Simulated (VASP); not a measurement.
# LuH2 (Fm-3m) in VASP: single point with LDA

Aim: the single point of LuH2 with LDA.

Program: VASP 6.6.1. These are calculated values, not measurements. Logs are shortened: lines on timing, memory, paths and dates and some standing lists are left out, and cuts for length are marked.

**1. The cell of the first run**

The structure is cubic, space group Fm-3m (No. 225). Conventional cell: a = 4.910 Å, b = 4.910 Å, c = 4.910 Å, α = 90.00°, β = 90.00°, γ = 90.00°. Lu (site symmetry m-3m) has 8 H at 2.13 Å within 2.8 Å. Within 2.8 Å of H (site symmetry -43m) lie 4 Lu at 2.13 Å and 6 H at 2.46 Å.

**2. Single point, LDA**

Input file INCAR:

```
SYSTEM = LuH2
PREC     = Accurate       ! precision mode
ENCUT    = 520            ! plane-wave cutoff, eV
EDIFF    = 1E-6           ! SCF threshold, eV
ISMEAR   = 0              ! smearing method
SIGMA    = 0.1            ! smearing width, eV
LREAL    = .FALSE.        ! projectors in reciprocal space
LASPH    = .TRUE.         ! aspherical terms in the spheres
NELM     = 60             ! most SCF steps
ALGO     = Normal         ! electronic algorithm
ISIF     = 2              ! what is computed and relaxed
LWAVE    = .FALSE.        ! write WAVECAR
LCHARG   = .TRUE.         ! write CHGCAR
GGA      = CA             ! functional
LELF     = .TRUE.         ! ELF
LVHAR    = .TRUE.       
NBANDS   = 20             ! bands
```

Input file KPOINTS:

```
Automatic mesh
0
G
  14 14 14
  0 0 0
```

Input file POSCAR:

```
LuH2
1.0
    0.0000000000      2.4551862549      2.4551862549
    2.4551862549      0.0000000000      2.4551862549
    2.4551862549      2.4551862549      0.0000000000
Lu H
1 2
Direct
    0.0000000000      0.0000000000      0.0000000000
    0.2500000000      0.2500000000      0.2500000000
    0.7500000000      0.7500000000      0.7500000000
```

Potentials or basis: VASP PAW PBE potentials, release 64 (Lu, H).

Run with:

```sh
> cat potpaw_PBE.64/Lu/POTCAR potpaw_PBE.64/H/POTCAR > POTCAR
> mpirun -np 1 vasp_std > vasp.out
```

OUTCAR:

```text
SYSTEM = LuH2
   PREC = Accurate
   ENCUT = 520
   EDIFF = 1E-6
   ISMEAR = 0
   LREAL = .FALSE.
   LASPH = .TRUE.
   NELM = 60
   ISIF = 2
   GGA = CA

 ion  position               nearest neighbor table
   1  0.000  0.000  0.000-   3 2.13   3 2.13   3 2.13   2 2.13   3 2.13   2 2.13   2 2.13   2 2.13

   2  0.250  0.250  0.250-   1 2.13   1 2.13   1 2.13   1 2.13
   3  0.750  0.750  0.750-   1 2.13   1 2.13   1 2.13   1 2.13

  LATTYP: Found a face centered cubic cell.
 ALAT       =     4.9103725098

  Lattice vectors:

 A1 = (   0.0000000000,   2.4551862549,   2.4551862549)
 A2 = (   2.4551862549,   0.0000000000,   2.4551862549)
 A3 = (   2.4551862549,   2.4551862549,   0.0000000000)

Analysis of symmetry for initial positions (statically):
=====================================================================
 Subroutine PRICEL returns:
 Original cell was already a primitive cell.

 Routine SETGRP: Setting up the symmetry group for a
 face centered cubic supercell.

 Subroutine GETGRP returns: Found 48 space group operations
 (whereof 48 operations were pure point group operations)
 out of a pool of 48 trial point group operations.

The static configuration has the point symmetry O_h .

Analysis of symmetry for dynamics (positions and initial velocities):
=====================================================================
 Subroutine PRICEL returns:
 Original cell was already a primitive cell.

 Routine SETGRP: Setting up the symmetry group for a
 face centered cubic supercell.

 Subroutine GETGRP returns: Found 48 space group operations
 (whereof 48 operations were pure point group operations)
 out of a pool of 48 trial point group operations.

The dynamic configuration has the point symmetry O_h .

 Subroutine INISYM returns: Found 48 space group operations
 (whereof 48 operations are pure point group operations),
 and found     1 'primitive' translations

----------------------------------------------------------------------------------------

                                     Primitive cell

  volume of cell :      29.5994

  direct lattice vectors                    reciprocal lattice vectors
     0.000000000  2.455186255  2.455186255    -0.203650537  0.203650537  0.203650537
     2.455186255  0.000000000  2.455186255     0.203650537 -0.203650537  0.203650537
     2.455186255  2.455186255  0.000000000     0.203650537  0.203650537 -0.203650537

  length of vectors
     3.472157700  3.472157700  3.472157700     0.352733078  0.352733078  0.352733078

  position of ions in fractional coordinates (direct lattice)
     0.000000000  0.000000000  0.000000000
     0.250000000  0.250000000  0.250000000
     0.750000000  0.750000000  0.750000000

  ion indices of the primitive-cell ions
   primitive index   ion index
                 1           1
                 2           2
                 3           3

----------------------------------------------------------------------------------------

 KPOINTS: Automatic mesh

Automatic generation of k-mesh.
 Grid dimensions read from file:
 generate k-points for:   14   14   14

 Generating k-lattice:

  Cartesian coordinates                     Fractional coordinates (reciprocal lattice)
    -0.014546467  0.014546467  0.014546467     0.071428571  0.000000000  0.000000000
     0.014546467 -0.014546467  0.014546467     0.000000000  0.071428571  0.000000000
     0.014546467  0.014546467 -0.014546467     0.000000000  0.000000000  0.071428571

  Length of vectors
     0.025195220  0.025195220  0.025195220

  Shift w.r.t. Gamma in fractional coordinates (k-lattice)
     0.000000000  0.000000000  0.000000000

 Subroutine IBZKPT returns following result:
 ===========================================

 Found    104 irreducible k-points:

 Following reciprocal coordinates:
            Coordinates               Weight
  0.000000  0.000000  0.000000      1.000000
  0.071429  0.000000  0.000000      8.000000
  0.142857  0.000000  0.000000      8.000000
  0.214286  0.000000  0.000000      8.000000
  0.285714  0.000000  0.000000      8.000000
  0.357143  0.000000  0.000000      8.000000
[... 16 lines left out ...]
  0.214286  0.142857  0.000000     24.000000
  0.285714  0.142857  0.000000     24.000000
 [... further k-points ...]
   k-points           NKPTS =    104   k-points in BZ     NKDIM =    104   number of bands    NBANDS=     20
   number of dos      NEDOS =    301   number of ions     NIONS =      3
   total plane-waves  NPLWV =  21952
   dimension x,y,z NGX =    28 NGY =   28 NGZ =   28
   dimension x,y,z NGXF=    56 NGYF=   56 NGZF=   56
   ions per type =               1   2
   NGX,Y,Z   is equivalent  to a cutoff of  13.41, 13.41, 13.41 a.u.
   NGXF,Y,Z  is equivalent  to a cutoff of  26.81, 26.81, 26.81 a.u.
 SYSTEM =  LuH2
   PREC   = accura    normal or accurate (medium, high low for compatibility)
   ISTART =      0    job   : 0-new  1-cont  2-samecut
   ICHARG =      2    charge: 1-file 2-atom 10-const
   ISPIN  =      1    spin polarized calculation?
   LNONCOLLINEAR =      F non collinear calculations
   LSORBIT =      F    spin-orbit coupling
   LASPH  =      T    aspherical Exc in radial PAW
   ENCUT  =  520.0 eV  38.22 Ry    6.18 a.u.   6.46  6.46  6.46*2*pi/ulx,y,z
   NELM   =     60;   NELMIN=  2; NELMDL= -5     # of ELM steps
   EDIFF  = 0.1E-05   stopping-criterion for ELM
   LREAL  =      F    real-space projection
   EDIFFG = 0.1E-04   stopping-criterion for IOM
   NSW    =      0    number of steps for IOM
   IBRION =     -1    ionic relax: 0-MD 1-quasi-New 2-CG
   NFREE  =      0    steps in history (QN), initial steepest desc. (CG)
   ISIF   =      2    stress and relaxation
   ISYM   =      2    0-nonsym 1-usesym 2-fastsym
   POTIM  = 0.5000    time-step for ionic-motion
   TEBEG  =    0.0;   TEEND  =   0.0 temperature during run
   PSTRESS=    0.0 pullay stress
   NELECT =      27.0000    total number of electrons
   NUPDOWN=      -1.0000    fix difference up-down
   EMIN   =  10.00;   EMAX   =-10.00  energy-range for DOS
   EFERMI =   0.00;   METHOD = LEGACY
   ISMEAR =     0;   SIGMA  =   0.10  broadening in eV -4-tet -1-fermi 0-gaus
   EFERMI_NEDOS =   21; number of points for ismear=-14 and -15
   IALGO  =     38    algorithm
   IMIX   =      4    mixing-type and parameters
     AMIX     =   0.40;   BMIX     =  1.00
     AMIX_MAG =   1.60;   BMIX_MAG =  1.00
  volume/ion in A,a.u.               =       9.87        66.58
  Fermi-wavevector in a.u.,A,eV,Ry     =   1.587700  3.000317 34.297426  2.520790
  Thomas-Fermi vector in A             =   2.686817
   LORBIT       =      0    0 simple, 1 ext, 2 COOP (PROOUT), +10 PAW based schemes
   GGA     = CA    functional components
   LHFCALC =     F    Hartree Fock is set to
   AEXX    =    0.0000 exact exchange contribution
   IVDW    =     0    specifies the selected vdW correction
   LEPSILON=     F    determine dielectric tensor
   LRPA    =     F    only Hartree local field effects (RPA)
 non-spin polarized calculation
 Gauss-broadening in eV      SIGMA  =   0.10
  energy-cutoff  :      520.00
  volume of cell :       29.60
 maximum number of plane-waves:       821
 NGX is ok and might be reduce to    28
   NGX = 13   NGY = 13   NGZ = 13

 number of electron      26.9999999 magnetization

 Free energy of the ion-electron system (eV)
  ---------------------------------------------------
  ext. energy  EPLUGINS =         0.00000000
  ---------------------------------------------------
  free energy    TOTEN  =       -14.06778452 eV

  energy without entropy =      -14.06423797  energy(sigma->0) =      -14.06601124

 E-fermi :   2.6041     XC(G=0): -11.7573

 val. band max:        2.5585996290   @ k =  -0.3571   0.2143   0.0000
 cond. band min:       2.6231410070   @ k =   0.4286   0.2143   0.0000
 fundamental gap:      0.0645413780
 Fermi energy:         2.6041277598

 k-point     1 :       0.0000    0.0000    0.0000
  band No.  band energies     occupation
      1     -52.9941      2.00000
      2     -23.6733      2.00000
      3     -23.6733      2.00000
      4     -23.6733      2.00000
      5      -6.8605      2.00000
      6      -2.5158      2.00000
[... 12 lines left out ...]
     19      13.3806      0.00000
     20      15.5556      0.00000

 k-point     2 :       0.0714    0.0000    0.0000
  band No.  band energies     occupation
      1     -52.9925      2.00000
      2     -23.7044      2.00000
      3     -23.6770      2.00000
      4     -23.6770      2.00000
      5      -6.7289      2.00000
      6      -2.5183      2.00000
[... 12 lines left out ...]
     19      12.7224      0.00000
     20      15.8660      0.00000

 k-point     3 :       0.1429    0.0000    0.0000
  band No.  band energies     occupation
      1     -52.9880      2.00000
      2     -23.7903      2.00000
      3     -23.6873      2.00000
      4     -23.6873      2.00000
      5      -6.3523      2.00000
      6      -2.5254      2.00000
[... 12 lines left out ...]
     19      11.7751      0.00000
     20      16.7204      0.00000

 k-point     4 :       0.2143    0.0000    0.0000
  band No.  band energies     occupation
      1     -52.9815      2.00000
      2     -23.9115      2.00000
      3     -23.7021      2.00000
      4     -23.7021      2.00000
      5      -5.7908      2.00000
      6      -2.5341      2.00000
[... 12 lines left out ...]
     19      11.2481      0.00000
     20      15.2495      0.00000

 k-point     5 :       0.2857    0.0000    0.0000
  band No.  band energies     occupation
      1     -52.9742      2.00000
      2     -24.0420      2.00000
      3     -23.7185      2.00000
      4     -23.7185      2.00000
      5      -5.1518      2.00000
      6      -2.5353      2.00000
[... 12 lines left out ...]
     19      11.6950      0.00000
     20      13.2401      0.00000

 k-point     6 :       0.3571    0.0000    0.0000
  band No.  band energies     occupation
      1     -52.9677      2.00000
      2     -24.1564      2.00000
      3     -23.7332      2.00000
      4     -23.7332      2.00000
      5      -4.5934      2.00000
      6      -2.5152      2.00000
[... 12 lines left out ...]
     19      11.3992      0.00000
     20      13.0553      0.00000

 k-point     7 :       0.4286    0.0000    0.0000
  band No.  band energies     occupation
      1     -52.9632      2.00000
      2     -24.2338      2.00000
      3     -23.7434      2.00000
      4     -23.7434      2.00000
      5      -4.2560      2.00000
      6      -2.4801      2.00000
[... 12 lines left out ...]
     19      10.1578      0.00000
     20      14.3570      0.00000
[... 277 lines left out ...]
 k-point    20 :      -0.1429    0.0714    0.0000
  band No.  band energies     occupation
      1     -52.9848      2.00000
      2     -23.8394      2.00000
      3     -23.7140      2.00000
      4     -23.6873      2.00000
      5      -6.0718      2.00000
      6      -2.5310      2.00000
[... 12 lines left out ...]
     19      11.5801      0.00000
     20      16.1064      0.00000

 k-point    21 :      -0.0714    0.0714    0.0000
  band No.  band energies     occupation
      1     -52.9899      2.00000
      2     -23.7476      2.00000
      3     -23.6934      2.00000
      4     -23.6785      2.00000
      5      -6.5145      2.00000
      6      -2.5225      2.00000
[... 12 lines left out ...]
     19      12.1970      0.00000
     20      15.8519      0.00000

 k-point    22 :       0.1429    0.1429    0.0000
  band No.  band energies     occupation
      1     -52.9860      2.00000
      2     -23.7917      2.00000
      3     -23.7105      2.00000
      4     -23.7105      2.00000
      5      -6.1713      2.00000
      6      -2.5312      2.00000
[... 12 lines left out ...]
     19      12.2896      0.00000
     20      16.0425      0.00000

 k-point    23 :       0.2143    0.1429    0.0000
  band No.  band energies     occupation
      1     -52.9811      2.00000
      2     -23.8707      2.00000
      3     -23.7289      2.00000
      4     -23.7257      2.00000
      5      -5.7345      2.00000
      6      -2.5419      2.00000
[... 12 lines left out ...]
     19      12.0875      0.00000
     20      15.7595      0.00000

 k-point    24 :       0.2857    0.1429    0.0000
  band No.  band energies     occupation
      1     -52.9748      2.00000
      2     -23.9767      2.00000
      3     -23.7473      2.00000
      4     -23.7448      2.00000
      5      -5.1430      2.00000
      6      -2.5531      2.00000
[... 12 lines left out ...]
     19      11.9030      0.00000
     20      13.9238      0.00000

 [... further k-points ...]
[... 5 lines left out ...]
  --------------------------------------------------------------------------------------
  -------------------------------------------------------------------------------------
  Total        0.1179539      0.1179539      0.1179539      0.0000000      0.0000000      0.0000000
  in kB        6.3846844      6.3846844      6.3846844      0.0000000      0.0000000      0.0000000
  external PRESSURE =       6.3846844 kB  Pullay stress =       0.0000000 kB

 VOLUME and BASIS-vectors are now :
 -----------------------------------------------------------------------------
  energy-cutoff  :      520.00
  volume of cell :       29.60
      direct lattice vectors                 reciprocal lattice vectors
     0.000000000  2.455186255  2.455186255    -0.203650537  0.203650537  0.203650537
     2.455186255  0.000000000  2.455186255     0.203650537 -0.203650537  0.203650537
     2.455186255  2.455186255  0.000000000     0.203650537  0.203650537 -0.203650537

 POSITION                                       TOTAL-FORCE (eV/Angst)
 -----------------------------------------------------------------------------------
      0.00000      0.00000      0.00000        -0.000000      0.000000     -0.000000
      1.22759      1.22759      1.22759        -0.000000     -0.000000      0.000000
      3.68278      3.68278      3.68278         0.000000      0.000000     -0.000000
 -----------------------------------------------------------------------------------
    total drift:                               -0.000000     -0.000000     -0.000000

  FREE ENERGIE OF THE ION-ELECTRON SYSTEM (eV)
  ---------------------------------------------------
  free  energy   TOTEN  =       -14.0677845195 eV

  energy  without entropy=      -14.0642379671  energy(sigma->0) =      -14.06601124
```

Wall time 27 s (1 thread of Intel Xeon 6975P-C (Granite Rapids), shared host); peak memory 0.2 GiB.

Results:

```
Free energy : -14.0678 eV
Pressure    : 0.6 GPa
```

Caveat: the PAW data sets were made with another functional, which shifts forces and pressure a little; spin-orbit coupling is left out, which moves the levels of the heavy elements.
